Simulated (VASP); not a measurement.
Wanted: the native input for a VASP 6.6.1 run.

```
Task                   : single point
Functional             : PBE
Potentials or basis    : VASP PAW PBE potentials, release 64 (Au, V_sv)
Cutoff                 : 520 eV
k mesh                 : 11 × 11 × 11
Occupations            : fermi-dirac, width 0.05 eV
Spin                   : collinear spin, ferromagnetic start
Starting moments       : [0.0, 2.0] μB
Dipole correction      : no
Further INCAR settings : ALGO = Normal; EDIFF = 1e-06; NBANDS = 23
```

The structure of VAu lies in POSCAR:

```
VAu
1.0
    1.4289610523      0.8250110482      4.6717669606
   -1.4289610523      0.8250110482      4.6717669606
    0.0000000000     -1.6500220965      4.6717669606
Au V
1 1
Direct
    0.0000000000      0.0000000000      0.0000000000
    0.5000000000      0.5000000000      0.5000000000
```

These files were run (other wordings do the same):

INCAR

```
SYSTEM = VAu
  PREC = Accurate
  ENCUT = 520
  EDIFF = 1E-6
  ISMEAR = -1
  SIGMA = 0.05
  LREAL = .FALSE.
  LASPH = .TRUE.
  NELM = 150
  ALGO = Normal
  ISIF = 2
  LWAVE = .FALSE.
  LCHARG = .TRUE.
  ISPIN = 2
  MAGMOM = 0 2
  LORBIT = 11
  LMAXMIX = 4
  GGA = PE
  LELF = .TRUE.
  LVHAR = .TRUE.
  NBANDS = 23
```

KPOINTS

```
regular mesh
0
G
  11 11 11
  0 0 0
```

Potentials or basis: VASP PAW PBE potentials, release 64 (Au, V_sv).

Command:

```sh
$ cat potpaw_PBE.64/Au/POTCAR potpaw_PBE.64/V_sv/POTCAR > POTCAR
$ mpirun -np 1 vasp_std > vasp.out
```

It gave:

```yaml
Pressure: -7.5 GPa
Band_gap_on_the_k_mesh: zero (filled and empty bands overlap)
Net_moment: 0.00 μB per cell
Valence_electrons_inside_the_program's_atomic_spheres: Au 9.72; V 11.33
```

Caveat: the cell stands under tension; spin-orbit coupling is left out, which moves the levels of the heavy elements.

Run time: 5 min on 1 thread of Intel(R) Xeon(R) 6975P-C (Granite Rapids), with other jobs on the host, peak memory 0.41 GiB.
